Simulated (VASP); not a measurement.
**Hf2Tl3Pb2S8 (a cell with a defect): single point with PBE**

Hf2Tl3Pb2S8 (a cell with a defect):

```
CELL_PARAMETERS angstrom
7.73475 -4.11275 0.00000
7.73475 4.11275 0.00000
-2.21398 0.00000 6.33454
ATOMIC_POSITIONS crystal
Hf 0.86562 0.11092 0.27150
Hf 0.12362 0.84569 0.72883
Tl 0.89755 0.60701 0.20204
Tl 0.16376 0.33290 0.79461
Tl 0.58459 0.86470 0.66851
Pb 0.35169 0.65789 0.27233
Pb 0.62640 0.38460 0.82165
S 0.96625 0.19326 0.98952
S 0.79128 0.01436 0.55330
S 0.99847 0.79259 0.99783
S 0.18208 0.99992 0.49557
S 0.79091 0.41211 0.47309
S 0.54271 0.21076 0.12181
S 0.23546 0.52933 0.55534
S 0.44276 0.77703 0.99647
```

```yaml
Program: VASP 6.6.1
Task: single point
Functional: PBE
Potentials_or_basis: VASP PAW PBE potentials, release 64 (Hf_pv, Tl_d, Pb_d, S)
Cutoff: 520 eV
k_mesh: 2 × 2 × 2
Occupations: fermi-dirac, width 0.05 eV
Spin: no spin polarisation
Dipole_correction: no
Charge: -1
Further_INCAR_settings: LREAL = Auto; ALGO = Normal; EDIFF = 1e-06; NBANDS = 80; NELECT = 136.0
```

```
Largest force : 1.818 eV/Å
```

Forces on the atoms (eV/Å):
```
Hf  -0.408  0.705 -0.823
Hf   0.253  0.778  1.295
Tl  -0.334  0.127  0.417
Tl   0.012  0.203  0.108
Tl   0.326 -0.318  0.500
Pb  -0.434 -1.074 -0.701
Pb  -0.582  0.502 -0.808
S    0.263 -1.329  1.213
S    0.006 -0.690 -0.931
S    0.311 -0.242 -0.023
S   -0.292 -0.501  0.899
S    0.493  0.997  0.639
S    0.373  0.131 -0.842
S    0.194  0.305 -0.354
S   -0.180  0.406 -0.590
```

Levels at points of the mesh, in eV from the Fermi level:
| k point | band 65 | band 66 | band 67 | band 68 | band 69 | band 70 | band 71 | band 72 |
| --- | --- | --- | --- | --- | --- | --- | --- | --- |
| (0.00, 0.00, 0.00) | -1.62 | -1.56 | -1.42 | -1.06 | 0.67 | 1.01 | 1.32 | 1.47 |
| (0.50, 0.00, 0.00) | -1.48 | -1.37 | -0.96 | -0.72 | 1.09 | 1.42 | 1.55 | 1.62 |
| (0.00, 0.50, 0.00) | -1.46 | -1.14 | -0.97 | -0.66 | 1.09 | 1.35 | 1.51 | 1.65 |
| (0.50, 0.50, 0.00) | -1.42 | -1.21 | -1.18 | -0.68 | 1.30 | 1.43 | 1.55 | 1.63 |
| (0.00, 0.00, 0.50) | -1.63 | -1.51 | -1.25 | -1.06 | 0.63 | 1.09 | 1.38 | 1.71 |
| (0.50, 0.00, 0.50) | -1.51 | -1.45 | -0.93 | -0.80 | 1.11 | 1.31 | 1.43 | 1.61 |
| (0.00, 0.50, 0.50) | -1.52 | -1.30 | -1.15 | -0.70 | 1.13 | 1.18 | 1.49 | 1.66 |
| (0.50, 0.50, 0.50) | -1.67 | -1.47 | -1.30 | -1.11 | 0.99 | 1.03 | 1.31 | 1.37 |

Wall time 8.5 min on 1 thread of Intel(R) Xeon(R) Platinum 8488C (Sapphire Rapids) (shared host), peak memory 0.62 GiB.

Caveat: the k points lie up to 0.50 Å⁻¹ apart; the cell carries a net charge on a neutralising background, which shifts energy and pressure; the cell is charged against a uniform background, so pressure and absolute levels hang on convention; the atoms stand as in a frame of molecular dynamics; spin-orbit coupling is left out, which moves the levels of the heavy elements.
